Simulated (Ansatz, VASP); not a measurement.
## Two plane-wave programs on BeS

```
Be S
1.0
     0.00000    2.31730    2.31730
     2.31730    0.00000    2.31730
     2.31730    2.31730    0.00000
Be S
1 1
Direct
  0.00000 0.00000 0.00000
  0.50000 0.50000 0.50000
```

Alike in both runs: task single point; functional PBE0; k mesh 6 × 6 × 6; no spin polarisation.

```csv
,VASP,Ansatz
version,VASP 6.6.1,Ansatz 0.2.0
potentials or method,"VASP PAW PBE potentials, release 64 (Be, S)","plane waves, PAW"
plane-wave cutoff (eV),520,420
occupations,"gaussian, width 0.01 eV",fixed
valence electrons in the cell,8,8
```

Ansatz gave:

- gap on the k mesh at the Fermi level (eV): 2.45
- pressure (GPa): -1.7

**Question.** Estimate VASP's values.

**Answer.** gap on the k mesh at the Fermi level (eV): 2.47; pressure (GPa): -1.9.

Ansatz's warnings: stress exchange threshold loose, stress scf threshold loose.
